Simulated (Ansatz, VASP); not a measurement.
Two plane-wave programs on Si5W

```
Si W
1.0
     4.70831    0.00000    0.00000
    -2.35415    4.07751    0.00000
     0.00000    0.00000    4.68756
Si W
5 1
Direct
  0.33333 0.66667 0.00000
  0.66667 0.33333 0.00000
  0.50000 0.00000 0.50000
  0.50000 0.50000 0.50000
  0.00000 0.50000 0.50000
  0.00000 0.00000 0.00000
```

Alike in both runs: task single point; functional PBE; k mesh 12 × 12 × 8; occupations gaussian, width 0.1 eV; no spin polarisation.

|  | VASP | Ansatz |
| --- | --- | --- |
| version | VASP 6.6.1 | Ansatz 0.2.0 |
| potentials or method | VASP PAW PBE potentials, release 64 (Si, W_sv), cutoff 520 eV | scalar-relativistic, plane waves, PAW |
| valence electrons in the cell | 34 | 34 |

```csv
,VASP,Ansatz,Ansatz less VASP
gap on the k mesh at the Fermi level (eV),none,none,-
pressure (GPa),0.0,0.0,+0.07
```

A gap of «none» marks a metal or a gap that the smearing closes.

Neither program's run includes spin-orbit coupling.
